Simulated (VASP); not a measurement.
Here is a VASP 6.6.1 calculation.

INCAR

```
  PREC = Accurate
  ENCUT = 520
  EDIFF = 1E-8
  ISMEAR = -1
  SIGMA = 0.05
  LREAL = False
  LASPH = True
  NELM = 80
  ALGO = Normal
  ISIF = 2
  LWAVE = False
  LCHARG = False
  GGA = CA
  LEFG = True
  NBANDS = 16
```

File KPOINTS:

```
Automatic mesh
0
Gamma
  11 11 11
```

POSCAR

```
Al2Au
1.0
    0.0000000000      2.9798651651      2.9798651651
    2.9798651651      0.0000000000      2.9798651651
    2.9798651651      2.9798651651      0.0000000000
Al Au
2 1
Direct
    0.2500000000      0.2500000000      0.2500000000
    0.7500000000      0.7500000000      0.7500000000
    0.0000000000      0.0000000000      0.0000000000
```

Potentials or basis: VASP PAW LDA potentials, release 64 (Al, Au).

Launch:

```sh
$ cat potpaw_LDA.64/Al/POTCAR potpaw_LDA.64/Au/POTCAR > POTCAR
$ mpirun -np 1 vasp_std > vasp.out
```

Problem. What does it give for the pressure?

Solution. 0.0 GPa.

Caveat: without QUAD_EFG the Cq values of the log hold for a quadrupole moment of 1 mb, not for the nuclei.
